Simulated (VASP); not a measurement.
Input of a VASP 6.6.1 run:

Contents of POSCAR:

```
Ge2TeS
1.0
    2.0386921495      1.1770394613      6.5971492332
   -2.0386921495      1.1770394613      6.5971492332
    0.0000000000     -2.3540789226      6.5971492333
S Te Ge
1 1 2
Direct
    1.0000000000      0.0000000000      0.0000000000
    0.5000000000      0.5000000000      0.5000000000
    0.2586631631      0.2586631631      0.2586631631
    0.7413368369      0.7413368369      0.7413368369
```

The input INCAR.step1:

```
SYSTEM = Ge2TeS
PREC = Accurate
ENCUT = 520
ISMEAR = 0
SIGMA = 0.01
LREAL = .FALSE.
LASPH = .TRUE.
NELM = 60
NBANDS = 28
GGA = PE
ALGO = Normal
EDIFF = 1E-4
LWAVE = .TRUE.
LCHARG = .FALSE.
```

INCAR.step2

```
SYSTEM = Ge2TeS
PREC = Accurate
ENCUT = 520
EDIFF = 1E-7
ISMEAR = 0
SIGMA = 0.01
LREAL = .FALSE.
LASPH = .TRUE.
NELM = 60
ALGO = Normal
ISIF = 2
LWAVE = .FALSE.
LCHARG = .FALSE.
METAGGA = R2SCAN
LMIXTAU = .TRUE.
NBANDS = 28
ISTART = 1
```

KPOINTS

```
Automatic mesh
0
G
  6 6 6
  0 0 0
```

Potentials or basis: VASP PAW PBE potentials, release 64 (S, Te, Ge_d).

Command:

```bash
$ cat potpaw_PBE.64/S/POTCAR potpaw_PBE.64/Te/POTCAR potpaw_PBE.64/Ge_d/POTCAR > POTCAR
$ cp INCAR.step1 INCAR
$ mpirun -np 1 vasp_std > vasp.out
$ cp INCAR.step2 INCAR
$ mpirun -np 1 vasp_std > vasp.out
```

Question: What does it give for the largest force?

Answer: 0.016 eV/Å.

Question: Predict the band gap on the k mesh.

Answer: 0.38 eV.

Question: Predict the pressure.

Answer: -1.8 GPa.

Forces on the atoms (eV/Å):
```
S    0.000  0.000  0.000
Te   0.000  0.000  0.000
Ge   0.000  0.000 -0.016
Ge   0.000  0.000  0.016
```

Caveat: the PAW data sets were made with another functional, which shifts forces and pressure a little; spin-orbit coupling is left out, which moves the levels of the heavy elements. A k mesh can miss the band edges.
